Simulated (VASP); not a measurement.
# CaO (I4_1md) in VASP: further runs

CaO is run at these levels: PBE; tasks: single point, relaxation of cell and atoms.

Program: VASP 6.6.1. These are calculated values, not measurements. Logs are shortened: lines on timing, memory, paths and dates and some standing lists are left out, and cuts for length are marked.

### 1 The cell of the first run

It takes space group I4_1md (No. 109, tetragonal). The conventional cell has a = 3.106 Å, b = 3.106 Å, c = 11.643 Å, α = 90.00°, β = 90.00°, γ = 90.00°. Within 3.2 Å of Ca (site symmetry 2mm) lie 6 O at 2.41 to 2.47 Å and 4 Ca at 3.11 Å. Within 3.2 Å of O (site symmetry 2mm) lie 6 Ca at 2.41 to 2.47 Å and 4 O at 3.11 Å.

### 2 Single point, PBE

Input file INCAR:

```
SYSTEM = CaO
ALGO = Normal
EDIFF = 1E-7
ENCUT = 520
GGA = PE
ISIF = 2
ISMEAR = 0
LASPH = .True.
LCHARG = .True.
LELF = .True.
LREAL = .False.
LVHAR = .True.
LWAVE = .False.
NBANDS = 24
NELM = 100
PREC = Accurate
SIGMA = 0.02
```

Input file KPOINTS:

```
k-points
0
Gamma
  10 10 10
  0 0 0
```

Input file POSCAR:

```
CaO
1.0
   -1.5529581319      1.5529581319      5.8212838197
    1.5529581319     -1.5529581319      5.8212838197
    1.5529581319      1.5529581319     -5.8212838197
Ca O
2 2
Direct
    0.2923573687      0.2923573687      0.0000000000
    0.0423573687      0.5423573687      0.5000000000
    0.7076426313      0.7076426313      0.0000000000
    0.4576426313      0.9576426313      0.5000000000
```

Potentials or basis: VASP PAW PBE potentials, release 64 (Ca_sv, O).

The run is started by

```console
> cat potpaw_PBE.64/Ca_sv/POTCAR potpaw_PBE.64/O/POTCAR > POTCAR
> mpirun -np 1 vasp_std > vasp.out
```

OUTCAR:

```text
SYSTEM = CaO
   EDIFF = 1E-7
   ENCUT = 520
   GGA = PE
   ISIF = 2
   ISMEAR = 0
   LASPH = .True.
   LREAL = .False.
   NELM = 100
   PREC = Accurate

 ion  position               nearest neighbor table
   1  0.292  0.292  0.000-   3 2.41   3 2.41   3 2.41   3 2.41   4 2.47   4 2.47
   2  0.042  0.542  0.500-   4 2.41   4 2.41   4 2.41   4 2.41   3 2.47   3 2.47
   3  0.708  0.708  0.000-   1 2.41   1 2.41   1 2.41   1 2.41   2 2.47   2 2.47
   4  0.458  0.958  0.500-   2 2.41   2 2.41   2 2.41   2 2.41   1 2.47   1 2.47

  LATTYP: Found a body centered tetragonal cell.
 ALAT       =     3.1059162638
 C/A-ratio  =     3.7485130475

  Lattice vectors:

 A1 = (  -1.5529581319,   1.5529581319,   5.8212838197)
 A2 = (   1.5529581319,  -1.5529581319,   5.8212838197)
 A3 = (   1.5529581319,   1.5529581319,  -5.8212838197)

Analysis of symmetry for initial positions (statically):
=====================================================================
 Subroutine PRICEL returns:
 Original cell was already a primitive cell.

 Routine SETGRP: Setting up the symmetry group for a
 body centered tetragonal supercell.

 Subroutine GETGRP returns: Found  8 space group operations
 (whereof  4 operations were pure point group operations)
 out of a pool of 16 trial point group operations.

The static configuration has the point symmetry C_2v.
 The point group associated with its full space group is C_4v.

Analysis of symmetry for dynamics (positions and initial velocities):
=====================================================================
 Subroutine PRICEL returns:
 Original cell was already a primitive cell.

 Routine SETGRP: Setting up the symmetry group for a
 body centered tetragonal supercell.

 Subroutine GETGRP returns: Found  8 space group operations
 (whereof  4 operations were pure point group operations)
 out of a pool of 16 trial point group operations.

The dynamic configuration has the point symmetry C_2v.
 The point group associated with its full space group is C_4v.

 Subroutine INISYM returns: Found  8 space group operations
 (whereof  4 operations are pure point group operations),
 and found     1 'primitive' translations

----------------------------------------------------------------------------------------

                                     Primitive cell
[... 93 lines left out ...]
   ENCUT  =  520.0 eV  38.22 Ry    6.18 a.u.  11.57 11.57 11.57*2*pi/ulx,y,z
   NELM   =    100;   NELMIN=  2; NELMDL= -5     # of ELM steps
   EDIFF  = 0.1E-06   stopping-criterion for ELM
   LREAL  =      F    real-space projection
   EDIFFG = 0.1E-05   stopping-criterion for IOM
   NSW    =      0    number of steps for IOM
   IBRION =     -1    ionic relax: 0-MD 1-quasi-New 2-CG
   NFREE  =      0    steps in history (QN), initial steepest desc. (CG)
   ISIF   =      2    stress and relaxation
   ISYM   =      2    0-nonsym 1-usesym 2-fastsym
   POTIM  = 0.5000    time-step for ionic-motion
   TEBEG  =    0.0;   TEEND  =   0.0 temperature during run
   PSTRESS=    0.0 pullay stress
   NELECT =      32.0000    total number of electrons
   NUPDOWN=      -1.0000    fix difference up-down
   EMIN   =  10.00;   EMAX   =-10.00  energy-range for DOS
   EFERMI =   0.00;   METHOD = LEGACY
   ISMEAR =     0;   SIGMA  =   0.02  broadening in eV -4-tet -1-fermi 0-gaus
   EFERMI_NEDOS =   21; number of points for ismear=-14 and -15
   IALGO  =     38    algorithm
   IMIX   =      4    mixing-type and parameters
     AMIX     =   0.40;   BMIX     =  1.00
     AMIX_MAG =   1.60;   BMIX_MAG =  1.00
  volume/ion in A,a.u.               =      14.04        94.74
  Fermi-wavevector in a.u.,A,eV,Ry     =   1.357247  2.564824 25.063539  1.842118
  Thomas-Fermi vector in A             =   2.484181
   LORBIT       =      0    0 simple, 1 ext, 2 COOP (PROOUT), +10 PAW based schemes
   GGA     = PE    functional components
   LHFCALC =     F    Hartree Fock is set to
   AEXX    =    0.0000 exact exchange contribution
   IVDW    =     0    specifies the selected vdW correction
   LEPSILON=     F    determine dielectric tensor
   LRPA    =     F    only Hartree local field effects (RPA)
 non-spin polarized calculation
 Gauss-broadening in eV      SIGMA  =   0.02
  energy-cutoff  :      520.00
  volume of cell :       56.16
 maximum number of plane-waves:      1532
 NGX is ok and might be reduce to    48
   NGX = 23   NGY = 23   NGZ = 23

 number of electron      32.0000000 magnetization

 Free energy of the ion-electron system (eV)
  ---------------------------------------------------
  ext. energy  EPLUGINS =         0.00000000
  ---------------------------------------------------
  free energy    TOTEN  =       -24.43911506 eV

  energy without entropy =      -24.43911506  energy(sigma->0) =      -24.43911506

 E-fermi :   2.6528     XC(G=0): -10.4073

 val. band max:        2.5733301265   @ k =   0.5000   0.5000   0.5000
 cond. band min:       6.0217144367   @ k =   0.0000   0.0000   0.0000
 fundamental gap:      3.4483843102
 Fermi energy:         2.6528473837

 k-point     1 :       0.0000    0.0000    0.0000
  band No.  band energies     occupation
      1     -35.7249      2.00000
      2     -35.6327      2.00000
      3     -17.4274      2.00000
      4     -16.4882      2.00000
      5     -16.4741      2.00000
      6     -16.4741      2.00000
[... 637 lines left out ...]
     23      11.0067      0.00000
     24      11.2492      0.00000

 [... further k-points ...]

------------------------ aborting loop because EDIFF is reached ----------------------------------------

  FORCE on cell =-STRESS in cart. coord.  units (eV):
  Direction    XX          YY          ZZ          XY          YZ          ZX
  --------------------------------------------------------------------------------------
  -------------------------------------------------------------------------------------
  Total        0.1921983      0.1921983      0.1501149      0.0000000      0.0000000      0.0000000
  in kB        5.4835493      5.4835493      4.2828832      0.0000000      0.0000000      0.0000000
  external PRESSURE =       5.0833273 kB  Pullay stress =       0.0000000 kB

 VOLUME and BASIS-vectors are now :
 -----------------------------------------------------------------------------
  energy-cutoff  :      520.00
  volume of cell :       56.16
      direct lattice vectors                 reciprocal lattice vectors
    -1.552958132  1.552958132  5.821283820     0.000000000  0.321966182  0.085891706
     1.552958132 -1.552958132  5.821283820     0.321966182  0.000000000  0.085891706
     1.552958132  1.552958132 -5.821283820     0.321966182  0.321966182  0.000000000

 POSITION                                       TOTAL-FORCE (eV/Angst)
 -----------------------------------------------------------------------------------
      0.00000      0.00000      3.40379        -0.000000      0.000000      0.010032
      1.55296      0.00000      0.49315         0.000000     -0.000000      0.010032
      0.00000      0.00000      8.23878         0.000000      0.000000     -0.010032
      1.55296      0.00000      5.32814        -0.000000     -0.000000     -0.010032
 -----------------------------------------------------------------------------------
    total drift:                               -0.000000     -0.000000     -0.000422

  FREE ENERGIE OF THE ION-ELECTRON SYSTEM (eV)
  ---------------------------------------------------
  free  energy   TOTEN  =       -24.4391150648 eV

  energy  without entropy=      -24.4391150648  energy(sigma->0) =      -24.43911506
```

stdout:

```text
POSCAR found type information on POSCAR CaO
 POSCAR found :  2 types and       4 ions
 scaLAPACK will be used
 LDA part: xc-table for (Slater+PW92), standard interpolation
 POSCAR, INCAR and KPOINTS ok, starting setup
 FFT: planning ... GRIDC
 FFT: planning ... GRID_SOFT
 FFT: planning ... GRID
 WAVECAR not read
 entering main loop
```

Run time: 9.3 min. Hardware: 1 thread of AMD EPYC 7R43 (Zen 3), shared host; peak memory 0.34 GiB.

What came out:

```yaml
Free_energy: -24.4391 eV
Pressure: 0.5 GPa
Largest_force: 0.010 eV/Å
Band_gap_on_the_k_mesh: 3.45 eV, indirect (least direct gap 3.52 eV)
```

Forces on the atoms (eV/Å):
```
Ca   0.000  0.000  0.010
Ca   0.000  0.000  0.010
O    0.000  0.000 -0.010
O    0.000  0.000 -0.010
```

### 3 Relaxation of cell and atoms, PBE

Input file INCAR:

```
SYSTEM = CaO
PREC = Accurate ; ENCUT = 600
EDIFF = 1E-7 ; ISMEAR = 0
SIGMA = 0.02 ; LREAL = .False.
LASPH = .True. ; NELM = 100
ALGO = Normal ; ISIF = 3
LWAVE = .False. ; LCHARG = .False.
GGA = PE ; IBRION = 2
NSW = 100 ; EDIFFG = -0.01
```

Input file KPOINTS:

```
Automatic mesh
0
Gamma
  10 10 10
  0 0 0
```

Input file POSCAR:

```
CaO
1.0
   -1.5535680550      1.5535680550      5.8213580173
    1.5535680550     -1.5535680550      5.8213580173
    1.5535680550      1.5535680550     -5.8213580173
Ca O
2 2
Direct
    0.2923487592      0.2923487592      0.0000000000
    0.0423487592      0.5423487592      0.5000000000
    0.7076512408      0.7076512408      0.0000000000
    0.4576512408      0.9576512408      0.5000000000
```

Potentials or basis: VASP PAW PBE potentials, release 64 (Ca_sv, O).

The run is started by

```console
> cat potpaw_PBE.64/Ca_sv/POTCAR potpaw_PBE.64/O/POTCAR > POTCAR
> mpirun -np 1 vasp_std > vasp.out
```

Run time: 17 min. Hardware: 1 thread of AMD EPYC 7R43 (Zen 3), shared host; peak memory 0.38 GiB.

It converged, with:

| Item | Value |
| --- | --- |
| Free energy | -24.4441 eV |
| Relaxed volume | 14.10 Å³/atom |
| Relaxed cell | a = 6.229 Å, b = 6.229 Å, c = 6.229 Å, α = 151.08°, β = 151.08°, γ = 41.36° |
| Space group after relaxing (to 0.05 Å) | I4_1md (No. 109) |
| Energy gained by relaxing | 0.0 meV/atom |
| Ionic steps | 3 |
| Pressure after relaxing | 0.0 GPa |
| Largest force after relaxing | 0.003 eV/Å |
| Band gap on the k mesh | 3.44 eV, indirect (least direct gap 3.50 eV) |

Forces on the atoms (eV/Å):
```
Ca   0.000  0.000  0.003
Ca   0.000  0.000  0.003
O    0.000  0.000 -0.003
O    0.000  0.000 -0.003
```

Step by step:
```tsv
step	energy change (eV)	largest force (eV/Å)	pressure (GPa)	volume (Å³)
1	0.0000	0.0090	0.33	56.20
2	-0.0002	0.0018	-0.10	56.44
3	-0.0002	0.0034	0.00	56.38
```

Final structure:
```yaml
crystal:
  lattice:
    - [-1.55529, 1.55529, 5.82732]
    - [1.55529, -1.55529, 5.82732]
    - [1.55529, 1.55529, -5.82732]
  atoms:
    - { symbol: Ca, position: [0.29238, 0.29238, 0.00000] }
    - { symbol: Ca, position: [0.04238, 0.54238, 0.50000] }
    - { symbol: O, position: [0.70762, 0.70762, 0.00000] }
    - { symbol: O, position: [0.45762, 0.95762, 0.50000] }
```

Levels at points of the mesh, in eV from the valence-band top:
| k point | band 13 | band 14 | band 15 | band 16 | band 17 | band 18 | band 19 | band 20 |
| --- | --- | --- | --- | --- | --- | --- | --- | --- |
| (0.00, 0.00, 0.00) | -0.39 | -0.39 | -0.07 | -0.07 | 3.44 | 4.12 | 5.23 | 6.27 |
| (0.50, 0.00, 0.00) | -1.07 | -0.65 | -0.42 | -0.28 | 4.17 | 5.03 | 6.35 | 7.15 |
| (0.50, 0.50, 0.00) | -1.75 | -1.75 | -0.87 | -0.87 | 5.16 | 5.16 | 6.87 | 6.87 |
| (0.50, 0.50, 0.50) | -0.47 | -0.47 | 0.00 | 0.00 | 3.74 | 3.74 | 6.47 | 6.47 |

A k mesh can miss the band edges. Expect the measured gap to be larger: semilocal functionals such as PBE lack the derivative discontinuity.

### 4 Single point, PBE

This run uses another cell than the first one, of 13.12 Å³/atom, 0.935 times its volume.

Input file INCAR:

```
  PREC = Accurate
  ENCUT = 520
  EDIFF = 1E-7
  ISMEAR = 0
  SIGMA = 0.1
  LREAL = False
  LASPH = True
  NELM = 100
  ALGO = Normal
  ISIF = 2
  LWAVE = False
  LCHARG = False
  GGA = PE
  NBANDS = 24
```

Input file KPOINTS:

```
Automatic mesh
0
Gamma
  8 8 8
```

Input file POSCAR:

```
CaO
1.0
   -1.5711316400      1.5711316400      5.3164580300
    1.5711316400     -1.5711316400      5.3164580300
    1.5711316400      1.5711316400     -5.3164580300
Ca O
2 2
Direct
    0.5420000000      0.5420000000      0.0000000000
    0.2920000000      0.7920000000      0.5000000000
    0.9580000000      0.9580000000      0.0000000000
    0.7080000000      0.2080000000      0.5000000000
```

The run is started by

```console
> cat potpaw_PBE.64/Ca_sv/POTCAR potpaw_PBE.64/O/POTCAR > POTCAR
> mpirun -np 1 vasp_std > vasp.out
```

Run time: 5.6 min. Hardware: 1 thread of AMD EPYC 7R43 (Zen 3), shared host; peak memory 0.29 GiB.

Results (log left out):

| Item | Value |
| --- | --- |
| Free energy | -24.1436 eV |
| Pressure | 7.4 GPa |
| Largest force | 0.082 eV/Å |
| Band gap on the k mesh | 3.64 eV, indirect (least direct gap 3.74 eV) |

Forces in eV/Å, atoms in the order of the input:
```
Ca   0.000  0.000 -0.082
Ca   0.000  0.000 -0.082
O    0.000  0.000  0.082
O    0.000  0.000  0.082
```

Stress tensor (GPa, compression positive):
```
 1.38  0.00  0.00
 0.00  1.38  0.00
 0.00  0.00 19.39
```

Levels at points of the mesh, in eV from the valence-band top:
```tsv
k point	band 13	band 14	band 15	band 16	band 17	band 18	band 19	band 20
(0.00, 0.00, 0.00)	-0.58	-0.17	-0.10	-0.10	3.64	4.37	5.95	6.78
(0.50, 0.00, 0.00)	-0.96	-0.95	-0.41	-0.13	4.38	5.19	6.72	7.13
(0.50, 0.50, 0.00)	-1.71	-1.71	-0.63	-0.63	5.14	5.14	7.55	7.55
(0.50, 0.50, 0.50)	-0.65	-0.65	-0.06	-0.06	3.70	3.70	7.33	7.33
```

### 5 Overview

| task | cell | k mesh | cutoff (eV) | smearing | gap on the mesh (eV) | pressure (GPa) | largest force (eV/Å) |
| --- | --- | --- | --- | --- | --- | --- | --- |
| single point | a = 6.222 Å, angles 151.1, 151.1, 41.3°, 4 atoms | 10 × 10 × 10 | 520 | gaussian 0.02 eV | 3.45 | 0.5 | 0.01 |
| relaxation of cell and atoms | relaxed from a = 6.222 Å, angles 151.1, 151.1, 41.4°, 4 atoms | 10 × 10 × 10 | 600 | gaussian 0.02 eV | 3.44 | 0.0 | - |
| single point | a = 5.762 Å, angles 148.4, 148.4, 45.4°, 4 atoms | 8 × 8 × 8 | 520 | gaussian 0.1 eV | 3.64 | 7.4 | 0.08 |

Alike in all rows: level PBE; potentials or basis VASP PAW PBE potentials, release 64 (Ca_sv, O); no spin polarisation.

Absolute energies hang on the potentials; compare differences alone.
